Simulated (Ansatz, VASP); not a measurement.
## CoO in VASP and in Ansatz

The input INCAR:

```
SYSTEM = CoO
ALGO = Normal
EDIFF = 1E-7
ENCUT = 520
GGA = CA
ISIF = 2
ISMEAR = -1
ISPIN = 2
LASPH = .TRUE.
LCHARG = .FALSE.
LMAXMIX = 4
LORBIT = 11
LREAL = .FALSE.
LWAVE = .FALSE.
MAGMOM = 2 2 0 0
NBANDS = 27
NELM = 150
PREC = Accurate
SIGMA = 0.05
```

File KPOINTS:

```
k-points
0
G
  10 10 5
  0 0 0
```

POSCAR

```
CoO
1.0
    3.2603606016      0.0000000000      0.0000000000
   -1.6301803009      2.8235551065      0.0000000000
    0.0000000000      0.0000000000      5.3312594650
Co O
2 2
Direct
    0.3333333333      0.6666666667      0.5033624100
    0.0000000000      0.0000000000      0.0034741400
    0.3333333333      0.6666666667      0.8715556000
    0.0000000000      0.0000000000      0.3716088500
```

Contents of input.yaml:

```yaml
crystal:
  lattice:
    - [3.2603606016, 0.0, 0.0]
    - [-1.6301803009, 2.8235551065, 0.0]
    - [0.0, 0.0, 5.331259465]
  atoms:
    - { symbol: Co, position: [0.3333333333, 0.6666666667, 0.50336241], spin: 2.0 }
    - { symbol: Co, position: [0.0, 0.0, 0.00347414], spin: 2.0 }
    - { symbol: O, position: [0.3333333333, 0.6666666667, 0.8715556] }
    - { symbol: O, position: [0.0, 0.0, 0.37160885] }
hamiltonian:
  xc: lda
  pseudopotentials: { kind: paw }
magnetization:
  spin_polarized: true
kpoints:
  mp_grid: { grid: [10, 10, 5] }
scf:
  occupations: { method: fermi_dirac, width: 0.05 }
output:
  forces: true
  stress: true
  eigenvalues: true
  write_density: true
  write_potential: true
  elf: true
  volumetric_format: npy
```

Alike in both runs: task single point; functional LDA; k mesh 10 × 10 × 5; occupations fermi-dirac, width 0.05 eV; collinear spin.

|  | VASP | Ansatz |
| --- | --- | --- |
| version | VASP 6.6.1 | Ansatz 0.2.0 |
| potentials or method | VASP PAW LDA potentials, release 64 (Co, O) | Ansatz PAW |
| plane-wave cutoff (eV) | 520 | 420 |
| valence electrons in the cell | 30 | 46 |

|  | VASP | Ansatz | Ansatz less VASP |
| --- | --- | --- | --- |
| gap on the k mesh at the Fermi level (eV) | none | none | - |
| pressure (GPa) | -20.6 | -22.7 | -2.09 |
| traceless stress, the component that is largest in VASP (GPa) | 1.20 | 0.90 | -0.296 |
| rms of the force components (eV/Å) | 0.108 | 0.035 | -0.0733 |
| net moment per atom (μB) | 1.44 | 0.00 | -1.435 |
| size of the moment on the site where the two differ most (μB) | 2.44 | 2.09 | -0.352 |

The net moments are unlike, so the other rows may belong to different states. LDA's correlation is that of Perdew and Zunger in VASP and of Perdew and Wang (1992) in Ansatz. Site moments also hang on the region over which each program counts them. Atom by atom the forces differ by 0.143 eV/Å (rms over components). A gap of «none» marks a metal or a gap that the smearing closes. VASP's potentials hold 30 valence electrons a cell and Ansatz's 46, so a difference there can come from the potentials and not from the codes.
